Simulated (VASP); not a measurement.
# BeS4 (Cmmm) in VASP: notebook

The runs below take BeS4 through single point, relaxation of cell and atoms, with PBE.

Everything below comes from runs of VASP 6.6.1. Logs are shortened: lines on timing, memory, paths and dates and some standing lists are left out, and cuts for length are marked.

## 1. The cell of the first run

The structure is orthorhombic, space group Cmmm (No. 65). The conventional cell has a = 7.309 Å, b = 7.675 Å, c = 3.282 Å, α = 90.00°, β = 90.00°, γ = 90.00°. Within 2.8 Å of Be (site symmetry mmm) lie 6 S at 2.08 to 2.19 Å. Within 3.1 Å of S (site symmetry m2m) lie 2 Be at 2.19 Å and 5 S at 2.91 to 3.03 Å. Within 2.8 Å of S (site symmetry 2mm) lie 1 Be at 2.08 Å.

The cell was generated, and may not be a known phase.

## 2. Single point, PBE

INCAR reads:

```
SYSTEM = BeS4
  ALGO = Normal
  EDIFF = 1E-7
  ENCUT = 520
  GGA = PE
  ISIF = 2
  ISMEAR = 0
  LASPH = .TRUE.
  LCHARG = .FALSE.
  LREAL = .FALSE.
  LWAVE = .FALSE.
  NBANDS = 21
  NELM = 60
  PREC = Accurate
  SIGMA = 0.1
```

KPOINTS reads:

```
k-points
0
G
  4 4 6
  0 0 0
```

POSCAR reads:

```
BeS4
1.0
    3.6545238900     -3.8375037300      0.0000000000
    3.6545238900      3.8375037300      0.0000000000
    0.0000000000      0.0000000000      3.2816509000
Be S
1 4
Direct
    0.0000000000      0.0000000000      0.0000000000
    0.8105999900      0.1894000100      0.5000000000
    0.1894000100      0.8105999900      0.5000000000
    0.2852000000      0.2852000000      0.0000000000
    0.7148000000      0.7148000000      0.0000000000
```

Potentials or basis: VASP PAW PBE potentials, release 64 (Be, S).

The run is started by

```
> cat potpaw_PBE.64/Be/POTCAR potpaw_PBE.64/S/POTCAR > POTCAR
> mpirun -np 1 vasp_std > vasp.out
```

OUTCAR:

```text
SYSTEM = BeS4
   EDIFF = 1E-7
   ENCUT = 520
   GGA = PE
   ISIF = 2
   ISMEAR = 0
   LASPH = .TRUE.
   LREAL = .FALSE.
   NELM = 60
   PREC = Accurate

 ion  position               nearest neighbor table
   1  0.000  0.000  0.000-   4 2.08   5 2.08   2 2.19   3 2.19   2 2.19   3 2.19
   2  0.811  0.189  0.500-   1 2.19   1 2.19
   3  0.189  0.811  0.500-   1 2.19   1 2.19
   4  0.285  0.285  0.000-   1 2.08
   5  0.715  0.715  0.000-   1 2.08

  LATTYP: Found a base centered orthorhombic cell.
 ALAT       =     7.3090477800
 B/A-ratio  =     1.0500694059
 C/A-ratio  =     0.4489847377

  Lattice vectors:

 A1 = (   3.6545238900,  -3.8375037300,   0.0000000000)
 A2 = (   3.6545238900,   3.8375037300,   0.0000000000)
 A3 = (   0.0000000000,   0.0000000000,   3.2816509000)

Analysis of symmetry for initial positions (statically):
=====================================================================
 Subroutine PRICEL returns:
 Original cell was already a primitive cell.

 Routine SETGRP: Setting up the symmetry group for a
 base centered orthorhombic supercell.

 Subroutine GETGRP returns: Found  8 space group operations
 (whereof  8 operations were pure point group operations)
 out of a pool of  8 trial point group operations.

The static configuration has the point symmetry D_2h.

Analysis of symmetry for dynamics (positions and initial velocities):
=====================================================================
 Subroutine PRICEL returns:
 Original cell was already a primitive cell.

 Routine SETGRP: Setting up the symmetry group for a
 base centered orthorhombic supercell.

 Subroutine GETGRP returns: Found  8 space group operations
 (whereof  8 operations were pure point group operations)
 out of a pool of  8 trial point group operations.

The dynamic configuration has the point symmetry D_2h.

 Subroutine INISYM returns: Found  8 space group operations
 (whereof  8 operations are pure point group operations),
 and found     1 'primitive' translations

----------------------------------------------------------------------------------------

                                     Primitive cell
[... 92 lines left out ...]
   LNONCOLLINEAR =      F non collinear calculations
   LSORBIT =      F    spin-orbit coupling
   LASPH  =      T    aspherical Exc in radial PAW
   ENCUT  =  520.0 eV  38.22 Ry    6.18 a.u.   9.85  9.85  6.10*2*pi/ulx,y,z
   NELM   =     60;   NELMIN=  2; NELMDL= -5     # of ELM steps
   EDIFF  = 0.1E-06   stopping-criterion for ELM
   LREAL  =      F    real-space projection
   EDIFFG = 0.1E-05   stopping-criterion for IOM
   NSW    =      0    number of steps for IOM
   IBRION =     -1    ionic relax: 0-MD 1-quasi-New 2-CG
   NFREE  =      0    steps in history (QN), initial steepest desc. (CG)
   ISIF   =      2    stress and relaxation
   ISYM   =      2    0-nonsym 1-usesym 2-fastsym
   POTIM  = 0.5000    time-step for ionic-motion
   TEBEG  =    0.0;   TEEND  =   0.0 temperature during run
   PSTRESS=    0.0 pullay stress
   NELECT =      26.0000    total number of electrons
   NUPDOWN=      -1.0000    fix difference up-down
   EMIN   =  10.00;   EMAX   =-10.00  energy-range for DOS
   EFERMI =   0.00;   METHOD = LEGACY
   ISMEAR =     0;   SIGMA  =   0.10  broadening in eV -4-tet -1-fermi 0-gaus
   EFERMI_NEDOS =   21; number of points for ismear=-14 and -15
   IALGO  =     38    algorithm
   IMIX   =      4    mixing-type and parameters
     AMIX     =   0.40;   BMIX     =  1.00
     AMIX_MAG =   1.60;   BMIX_MAG =  1.00
  volume/ion in A,a.u.               =      18.41       124.23
  Fermi-wavevector in a.u.,A,eV,Ry     =   1.074151  2.029851 15.698403  1.153800
  Thomas-Fermi vector in A             =   2.209971
   LORBIT       =      0    0 simple, 1 ext, 2 COOP (PROOUT), +10 PAW based schemes
   GGA     = PE    functional components
   LHFCALC =     F    Hartree Fock is set to
   AEXX    =    0.0000 exact exchange contribution
   IVDW    =     0    specifies the selected vdW correction
   LEPSILON=     F    determine dielectric tensor
   LRPA    =     F    only Hartree local field effects (RPA)
 non-spin polarized calculation
 Gauss-broadening in eV      SIGMA  =   0.10
  energy-cutoff  :      520.00
  volume of cell :       92.05
 maximum number of plane-waves:      2500
   NGX = 19   NGY = 19   NGZ = 13

 number of electron      25.9999998 magnetization

 Free energy of the ion-electron system (eV)
  ---------------------------------------------------
  ext. energy  EPLUGINS =         0.00000000
  ---------------------------------------------------
  free energy    TOTEN  =       -16.61184424 eV

  energy without entropy =      -16.57762301  energy(sigma->0) =      -16.59473362

 E-fermi :   3.7974     XC(G=0):  -9.7157

 val. band max:        3.7578178030   @ k =   0.5000   0.5000   0.3333
 cond. band min:       3.8077793357   @ k =   0.5000   0.2500   0.1667
 fundamental gap:      0.0499615327
 Fermi energy:         3.7974118547

 k-point     1 :       0.0000    0.0000    0.0000
  band No.  band energies     occupation
      1     -10.6650      2.00000
      2      -8.2671      2.00000
      3      -8.2035      2.00000
      4      -7.0253      2.00000
      5      -1.8117      2.00000
      6      -0.6370      2.00000
[... 565 lines left out ...]
     20      12.2281      0.00000
     21      12.4830      0.00000

 [... further k-points ...]

------------------------ aborting loop because EDIFF is reached ----------------------------------------

  FORCE on cell =-STRESS in cart. coord.  units (eV):
  Direction    XX          YY          ZZ          XY          YZ          ZX
  --------------------------------------------------------------------------------------
  -------------------------------------------------------------------------------------
  Total       -0.3415362     -3.5066877     -1.4325915     -0.0000000      0.0000000      0.0000000
  in kB       -5.9449102    -61.0387564    -24.9362404     -0.0000000      0.0000000      0.0000000
  external PRESSURE =     -30.6399690 kB  Pullay stress =       0.0000000 kB

 VOLUME and BASIS-vectors are now :
 -----------------------------------------------------------------------------
  energy-cutoff  :      520.00
  volume of cell :       92.05
      direct lattice vectors                 reciprocal lattice vectors
     3.654523890 -3.837503730  0.000000000     0.136816728 -0.130293033  0.000000000
     3.654523890  3.837503730  0.000000000     0.136816728  0.130293033  0.000000000
     0.000000000  0.000000000  3.281650900     0.000000000  0.000000000  0.304724674

 POSITION                                       TOTAL-FORCE (eV/Angst)
 -----------------------------------------------------------------------------------
      0.00000      0.00000      0.00000         0.000000      0.000000     -0.000000
      3.65452     -2.38386      1.64083         0.000000      0.203215      0.000000
      3.65452      2.38386      1.64083         0.000000     -0.203215     -0.000000
      2.08454      0.00000      0.00000         0.629215      0.000000      0.000000
      5.22451      0.00000      0.00000        -0.629215      0.000000     -0.000000
 -----------------------------------------------------------------------------------
    total drift:                                0.000000     -0.000000     -0.000000

  FREE ENERGIE OF THE ION-ELECTRON SYSTEM (eV)
  ---------------------------------------------------
  free  energy   TOTEN  =       -16.6118442428 eV

  energy  without entropy=      -16.5776230054  energy(sigma->0) =      -16.59473362
```

OSZICAR:

```text
N       E                     dE             d eps       ncg     rms          rms(c)
DAV:   1     0.118436188004E+03    0.11844E+03   -0.11555E+04  1176   0.108E+03
DAV:   2    -0.907272022920E+01   -0.12751E+03   -0.12448E+03  1642   0.189E+02
DAV:   3    -0.169691742444E+02   -0.78965E+01   -0.77733E+01  1462   0.493E+01
DAV:   4    -0.170979007717E+02   -0.12873E+00   -0.12842E+00  1472   0.765E+00
DAV:   5    -0.171007056013E+02   -0.28048E-02   -0.28041E-02  1438   0.109E+00    0.115E+01
DAV:   6    -0.166487618393E+02    0.45194E+00   -0.15362E+00  1346   0.582E+00    0.590E+00
DAV:   7    -0.166967789235E+02   -0.48017E-01   -0.14855E+00  1569   0.393E+00    0.336E+00
DAV:   8    -0.166116669577E+02    0.85112E-01   -0.42828E-01  1525   0.242E+00    0.135E+00
DAV:   9    -0.166124717229E+02   -0.80477E-03   -0.31270E-02  1421   0.933E-01    0.327E-01
DAV:  10    -0.166119004472E+02    0.57128E-03   -0.72485E-03  1480   0.352E-01    0.953E-02
DAV:  11    -0.166118376538E+02    0.62793E-04   -0.82937E-04  1505   0.139E-01    0.297E-02
DAV:  12    -0.166118424767E+02   -0.48229E-05   -0.93235E-05  1431   0.465E-02    0.109E-02
DAV:  13    -0.166118437655E+02   -0.12888E-05   -0.61056E-06  1444   0.138E-02    0.530E-03
DAV:  14    -0.166118441778E+02   -0.41232E-06   -0.15906E-06  1426   0.700E-03    0.126E-03
DAV:  15    -0.166118442428E+02   -0.65001E-07   -0.20302E-07  1015   0.247E-03
   1 F= -.16611844E+02 E0= -.16594734E+02  d E =-.342212E-01
```

Wall time 72 s (1 thread of Intel Xeon 8259CL, shared host); peak memory 0.2 GiB.

Results:

* Free energy: -16.6118 eV
* Pressure: -3.1 GPa
* Largest force: 0.629 eV/Å
* Band gap on the k mesh: zero (bands 13 and 14 overlap by 1.92 eV)

Forces in eV/Å, atoms in the order of the input:
```
Be   0.000  0.000  0.000
S    0.000  0.203  0.000
S    0.000 -0.203  0.000
S    0.629  0.000  0.000
S   -0.629  0.000  0.000
```

Caveat: the stress differs along the axes, from -6 to -1 GPa.

## 3. Single point, PBE

This run uses another cell than the first one, of 27.16 Å³/atom.

INCAR reads:

```
  PREC = Accurate
  ENCUT = 520
  EDIFF = 1E-6
  ISMEAR = 0
  SIGMA = 0.1
  LREAL = False
  LASPH = True
  NELM = 80
  ALGO = Normal
  ISIF = 2
  LWAVE = False
  LCHARG = False
  GGA = PE
  NBANDS = 21
```

KPOINTS reads:

```
regular mesh
0
Gamma
  4 4 6
```

POSCAR reads:

```
BeS4
1.0
    4.9614787859     -4.0273358830      0.0000000000
    4.9614787859      4.0273358830      0.0000000000
    0.0000000000      0.0000000000      3.3981573288
Be S
1 4
Direct
    0.0000000000      0.0000000000      0.0000000000
    0.8592782976      0.1407217024      0.5000000000
    0.1407217024      0.8592782976      0.5000000000
    0.4028925302      0.4028925302      0.0000000000
    0.5971074698      0.5971074698      0.0000000000
```

Potentials or basis: VASP PAW PBE potentials, release 64 (Be, S).

The run is started by

```
> cat potpaw_PBE.64/Be/POTCAR potpaw_PBE.64/S/POTCAR > POTCAR
> mpirun -np 1 vasp_std > vasp.out
```

Run time: 2 min. Hardware: 1 thread of Intel Xeon 8259CL, shared host; peak memory 0.26 GiB.

It converged, with:

```
Free energy            : -19.3689 eV
Pressure               : -0.2 GPa
Largest force          : 0.214 eV/Å
Band gap on the k mesh : zero (bands 13 and 14 overlap by 0.35 eV)
```

Forces on the atoms (eV/Å):
```
Be   0.000  0.000  0.000
S    0.000 -0.080  0.000
S    0.000  0.080  0.000
S    0.214  0.000  0.000
S   -0.214  0.000  0.000
```

Stress tensor (GPa, compression positive):
```
-0.46  0.00  0.00
 0.00 -0.22  0.00
 0.00  0.00 -0.07
```

Levels at points of the mesh, in eV from the Fermi level:
```csv
k point,band 10,band 11,band 12,band 13,band 14,band 15,band 16,band 17
"(0.00, 0.00, 0.00)",-2.17,-1.97,-0.55,0.24,1.06,1.22,3.09,3.82
"(0.50, 0.00, 0.00)",-2.22,-1.25,-0.48,-0.42,0.39,1.21,2.63,4.00
"(0.50, 0.50, 0.00)",-2.17,-1.47,-0.56,0.06,1.04,1.20,3.20,3.47
"(0.00, 0.00, 0.50)",-2.95,-2.91,-1.32,-0.75,-0.11,1.18,2.00,4.83
"(0.50, 0.00, 0.50)",-3.36,-2.95,-1.56,-0.39,-0.02,1.76,2.31,4.22
"(0.50, 0.50, 0.50)",-3.12,-2.93,-1.18,-0.59,0.13,1.17,1.93,4.70
```

Caveat: semilocal functionals underestimate gaps, and a narrow one can read as zero.

(Part 1 of 3 ends here.)

The gap in the log of VASP goes by the Fermi energy; the results here count the filled bands.